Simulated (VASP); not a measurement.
MgI2:

```
I Mg
1.0
     4.14000    0.00000    0.00000
    -2.07000    3.58535    0.00000
     0.00000    0.00000    6.88000
I Mg
2 1
Direct
  0.66667 0.33333 0.75000
  0.33333 0.66667 0.25000
  0.00000 0.00000 0.00000
```

Base run:

* Program: VASP 6.6.1
* Functional: r2SCAN
* Potentials or basis: VASP PAW PBE potentials, release 64 (I, Mg)
* Cutoff: 520 eV
* k mesh: 12 × 12 × 4
* Occupations: gaussian, width 0.01 eV
* Spin: no spin polarisation

Its results: band gap on the k mesh 4.09 eV, indirect (least direct gap 4.44 eV); pressure 0.0 GPa; largest force 0.317 eV/Å.

Task: The run is repeated on the same cell with these changes: functional from r2SCAN to PBEsol. What comes out?

Result: Band gap on the k mesh 3.42 eV, indirect (least direct gap 3.51 eV); pressure -0.9 GPa; largest force 0.300 eV/Å.

r2SCAN gives the wider gap, since meta-GGAs in the generalised Kohn-Sham scheme recover part of the derivative discontinuity.

Caveats: the PAW data sets were made with another functional, which shifts forces and pressure a little; spin-orbit coupling is left out, which moves the levels of the heavy elements; this functional lacks dispersion, which binds the layers, so the pressure and a relaxed spacing across them are unreliable (some runs).

A k mesh can miss the band edges.
